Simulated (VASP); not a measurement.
Runs of VASP 6.6.1 on C. The structure is that of space group I4/mmm (No. 139), or close to it. The cells are those of the table. 

```csv
cell,gap on the mesh (eV),pressure (GPa),largest force (eV/Å)
"a = 4.145 Å, angles 110.7, 110.7, 107.0°, 8 atoms",(a),18.2,1.07
"a = 4.271 Å, angles 108.3, 108.3, 111.9°, 8 atoms",2.56,(b),0.82
"a = 4.167 Å, angles 111.1, 111.1, 106.2°, 8 atoms",2.16,(c),1.29
"a = 4.251 Å, angles 107.9, 107.9, 112.7°, 8 atoms",2.36,-7.0,1.20
```

Alike in all rows: task single point; level r2SCAN; potentials or basis VASP PAW PBE potentials, release 64 (C); no spin polarisation; k mesh 8 × 8 × 8; cutoff (eV) 520; smearing gaussian 0.05 eV.

Task: Estimate the missing entries.

Result: (a) 2.51; (b) -11.9; (c) 13.1.

Caveats: the PAW data sets were made with another functional, which shifts forces and pressure a little; the stress differs along the axes, from -1 to 28 GPa (at least some runs); the stress differs along the axes, from -20 to 4 GPa (at least some runs); the stress differs along the axes, from -11 to 25 GPa (at least some runs); the stress differs along the axes, from -18 to 16 GPa (at least some runs).

A k mesh can miss the band edges.
